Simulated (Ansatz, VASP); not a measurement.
**Two plane-wave programs on Bi**

Contents of INCAR:

```
  PREC = Accurate
  ENCUT = 600
  EDIFF = 1E-6
  ISMEAR = -1
  SIGMA = 0.05
  LREAL = F
  LASPH = T
  NELM = 150
  ALGO = Normal
  ISIF = 3
  LWAVE = F
  LCHARG = F
  MAGMOM = 0 0 0
  LORBIT = 11
  LSORBIT = T
  GGA_COMPAT = F
  LORBMOM = T
  GGA = PE
  IBRION = 2
  NSW = 60
  EDIFFG = -0.01
```

File KPOINTS:

```
Automatic mesh
0
Gamma
  9 9 9
```

Contents of POSCAR:

```
Bi
1.0
   -1.9814305318      1.9814305318      1.9814305318
    1.9814305318     -1.9814305318      1.9814305318
    1.9814305318      1.9814305318     -1.9814305318
Bi
1
Direct
    0.0000000000      0.0000000000      0.0000000000
```

File input.yaml:

```yaml
crystal:
  lattice:
    - [-1.9814305318, 1.9814305318, 1.9814305318]
    - [1.9814305318, -1.9814305318, 1.9814305318]
    - [1.9814305318, 1.9814305318, -1.9814305318]
  atoms:
    - { symbol: Bi, position: [0.0, 0.0, 0.0] }
hamiltonian:
  xc: pbe
  pseudopotentials: { kind: paw_fr }
kpoints:
  mp_grid: { grid: [9, 9, 9] }
scf:
  occupations: { method: fermi_dirac, width: 0.05 }
output:
  forces: true
  stress: true
  write_density: true
  write_potential: true
  elf: true
  volumetric_format: npy
relax:
  f_tol: 0.01
  max_steps: 40
  cell: { stress_tol: 0.05 }
magnetization:
  noncollinear: true
  spin_orbit: true
```

Alike in both runs: task relaxation of cell and atoms; functional PBE; k mesh 9 × 9 × 9; occupations fermi-dirac, width 0.05 eV; non-collinear spin, spin-orbit coupling.

|  | VASP | Ansatz |
| --- | --- | --- |
| version | VASP 6.6.1 | Ansatz 0.2.0 |
| potentials or method | VASP PAW PBE potentials, release 64 (Bi_d) | Ansatz PAW |
| plane-wave cutoff (eV) | 600 | 420 |
| valence electrons in the cell | 15 | 15 |

|  | VASP | Ansatz | Ansatz less VASP |
| --- | --- | --- | --- |
| net moment per atom (μB) | 0.00 | 0.00 | 0.000 |
| relaxed volume (Å³/atom) | 32.43 | 32.54 | +0.111 |
| relaxed cell length with the largest relative difference (Å) | 3.480 | 3.483 | +0.0040 |

Noted on Ansatz's run: the plane-wave basis is chosen anew once the cell has moved, so the energies of steps on either side of that aren't comparable.
